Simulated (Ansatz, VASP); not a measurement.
Two plane-wave programs on LiH

```
Li H
1.0
     0.00000    2.00299    2.00299
     2.00299    0.00000    2.00299
     2.00299    2.00299    0.00000
Li H
1 1
Cartesian
  0.0000 0.0000 0.0000
  2.0030 2.0030 2.0030
```

Alike in both runs: task single point; functional PBE; k mesh 8 × 8 × 8; no spin polarisation.

```csv
,VASP,Ansatz
version,VASP 6.6.1,Ansatz 0.2.0
potentials or method,"VASP PAW PBE potentials, release 64 (Li_sv, H)","plane waves, PAW"
plane-wave cutoff (eV),520,420
occupations,"gaussian, width 0.01 eV",fixed
valence electrons in the cell,4,4
```

|  | VASP | Ansatz | Ansatz less VASP |
| --- | --- | --- | --- |
| gap on the k mesh at the Fermi level (eV) | 2.98 | 2.98 | +0.006 |

Noted on VASP's run: the cutoff is short for stress, so the pressure is rough.
